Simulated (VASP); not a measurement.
Input of a VASP 6.6.1 run:

The input INCAR:

```
PREC = Accurate
ENCUT = 520
EDIFF = 1E-6
ISMEAR = 0
SIGMA = 0.1
LREAL = F
LASPH = T
NELM = 80
ALGO = Normal
ISIF = 2
LWAVE = F
LCHARG = F
GGA = PE
IVDW = 12
NBANDS = 35
```

KPOINTS

```
Automatic mesh
0
Gamma
  9 9 2
```

POSCAR

```
MoS2
1.0
    3.1038952477      0.0000000000      0.0000000000
   -1.5519476239      2.6880521352      0.0000000000
    0.0000000000      0.0000000000     11.5215921913
Mo S
2 4
Direct
    0.3333333333      0.6666666667      0.2500000000
    0.6666666667      0.3333333333      0.7500000000
    0.3333333333      0.6666666667      0.6137260575
    0.6666666667      0.3333333333      0.1137260575
    0.3333333333      0.6666666667      0.8862739425
    0.6666666667      0.3333333333      0.3862739425
```

Potentials or basis: VASP PAW PBE potentials, release 64 (Mo_sv, S).

The run is started by

```sh
$ cat potpaw_PBE.64/Mo_sv/POTCAR potpaw_PBE.64/S/POTCAR > POTCAR
$ mpirun -np 1 vasp_std > vasp.out
```

Task: Estimate the dispersion energy per atom.

Result: -0.474 eV.

Task: Predict the largest force.

Result: 0.029 eV/Å.

Task: What does it give for the pressure?

Result: 5.3 GPa.

Task: Predict the band gap on the k mesh.

Result: 0.59 eV (least direct gap 1.81 eV).

Stress tensor (GPa, compression positive):
```
5.34 0.00 0.00
0.00 5.34 0.00
0.00 0.00 5.13
```

Caveat: the cell stands under pressure; semilocal functionals underestimate gaps, and a narrow one can read as zero. A k mesh can miss the band edges.
